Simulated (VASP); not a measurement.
Wanted: the native input for a VASP 6.6.1 run.

| Property | Result |
| --- | --- |
| Task | single point |
| Functional | LDA |
| Potentials or basis | VASP PAW LDA potentials, release 64 (Rb_sv) |
| Cutoff | 520 eV |
| k mesh | 12 × 12 × 6 |
| Occupations | gaussian, width 0.15 eV |
| Spin | no spin polarisation |
| Dipole correction | no |
| Further INCAR settings | ALGO = Normal; EDIFF = 1e-06; NBANDS = 16 |

The structure of Rb lies in POSCAR:

```
Rb
1.0
    5.4698224992      0.0000000000      0.0000000000
   -2.7349112496      4.4065165009      0.0000000000
    0.0000000000      0.0000000000      8.4420579800
Rb
2
Direct
    0.3333333333      0.6666666667      0.2500000000
    0.6666666667      0.3333333333      0.7500000000
```

This cell differs from its parent crystal: strain +0.0750 x Voigt [1, 0, 0, 0, 0, 0].

The input as run:

INCAR

```
PREC = Accurate ; ENCUT = 520
EDIFF = 1E-6 ; ISMEAR = 0
SIGMA = 0.15 ; LREAL = False
LASPH = True ; NELM = 100
ALGO = Normal ; ISIF = 2
LWAVE = False ; LCHARG = False
NBANDS = 16
```

KPOINTS

```
regular mesh
0
Gamma
  12 12 6
```

Potentials or basis: VASP PAW LDA potentials, release 64 (Rb_sv).

Launch:

```bash
$ cat potpaw_LDA.64/Rb_sv/POTCAR > POTCAR
$ mpirun -np 1 vasp_std > vasp.out
```

It gave:

The pressure is -0.6 GPa, the largest force is 0.008 eV/Å and the band gap on the k mesh is zero (bands 9 and 10 overlap by 2.20 eV).

Caveat: the cell differs from its parent crystal (strain +0.0750 x Voigt [1, 0, 0, 0, 0, 0]).

Wall time 4.4 min on 1 thread of AMD EPYC 9R45 96-Core Processor (Zen 5), on a shared host, peak memory 0.53 GiB.
